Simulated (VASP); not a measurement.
Input of a VASP 6.6.1 run:

Contents of INCAR:

```
  PREC = Accurate
  ENCUT = 400
  EDIFF = 1E-6
  ISMEAR = -1
  SIGMA = 0.1
  LREAL = False
  LASPH = True
  NELM = 120
  ALGO = Normal
  ISIF = 2
  LWAVE = False
  LCHARG = True
  LDIPOL = True
  IDIPOL = 3
  DIPOL = 0.5 0.5 0.500
  GGA = PE
  LELF = True
  LVHAR = True
  LVACPOTAV = True
  NBANDS = 26
  GGA_COMPAT = False
  NELMDL = -8
```

KPOINTS

```
Automatic mesh
0
Gamma
  4 4 1
```

The input POSCAR:

```
GaSb
1.0
    4.3260790000      0.0000000000      0.0000000000
    2.1630395000      3.7464943128      0.0000000000
    0.0000000000      0.0000000000     18.4152858904
Ga Sb
2 2
Direct
    0.0000000000      0.0000000000      0.3801189969
    0.3333333333      0.3333333333      0.5719286019
    0.3333333333      0.3333333333      0.4280713981
    0.6666666667      0.6666666667      0.6198810031
```

Potentials or basis: VASP PAW PBE potentials, release 64 (Ga_d, Sb).

Command:

```console
$ cat potpaw_PBE.64/Ga_d/POTCAR potpaw_PBE.64/Sb/POTCAR > POTCAR
$ mpirun -np 1 vasp_std > vasp.out
```

(1) Predict the largest force.

(2) Estimate the band gap on the k mesh.

## Answers

(1) 0.901 eV/Å.

(2) 0.16 eV, indirect (least direct gap 0.57 eV).

Caveat: spin-orbit coupling is left out, which moves the levels of the heavy elements.
